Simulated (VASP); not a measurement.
Set up this calculation in VASP 6.6.1, as the native input.

```
Task                   : single point
Functional             : PBEsol
Potentials or basis    : VASP PAW PBE potentials, release 64 (Sn_d, Se)
Cutoff                 : 520 eV
k mesh                 : 12 × 12 × 8
Occupations            : gaussian, width 0.1 eV
Spin                   : no spin polarisation
Dipole correction      : no
Further INCAR settings : ALGO = Normal; EDIFF = 1e-07; NBANDS = 20
```

The structure of SnSe2 lies in POSCAR:

```
SnSe2
1.0
    3.6675508651      0.0000000000      0.0000000000
   -1.8337754325      3.1761922188      0.0000000000
    0.0000000000      0.0000000000      5.2482254872
Sn Se
1 2
Direct
    0.0000000000      0.0000000000      0.0000000000
    0.6666666667      0.3333333333      0.6971618083
    0.3333333333      0.6666666667      0.3028381917
```

The input as run:

INCAR

```
PREC = Accurate
ENCUT = 520
EDIFF = 1E-7
ISMEAR = 0
SIGMA = 0.1
LREAL = F
LASPH = T
NELM = 60
ALGO = Normal
ISIF = 2
LWAVE = F
LCHARG = F
GGA = PS
NBANDS = 20
```

KPOINTS

```
Automatic mesh
0
Gamma
  12 12 8
```

Potentials or basis: VASP PAW PBE potentials, release 64 (Sn_d, Se).

Run with:

```bash
$ cat potpaw_PBE.64/Sn_d/POTCAR potpaw_PBE.64/Se/POTCAR > POTCAR
$ mpirun -np 1 vasp_std > vasp.out
```

Results of the run:

```yaml
Pressure: 15.2 GPa
Largest_force: 0.029 eV/Å
Band_gap_on_the_k_mesh: zero (band 13 reaches 7.86 eV, above the bottom of band 14 at 6.67 eV)
```

Caveat: the PAW data sets were made with another functional, which shifts forces and pressure a little; spin-orbit coupling is left out, which moves the levels of the heavy elements.

It took 100 s on 1 thread of Intel(R) Xeon(R) Platinum 8488C (Sapphire Rapids), with other jobs on the host, peak memory 0.29 GiB.
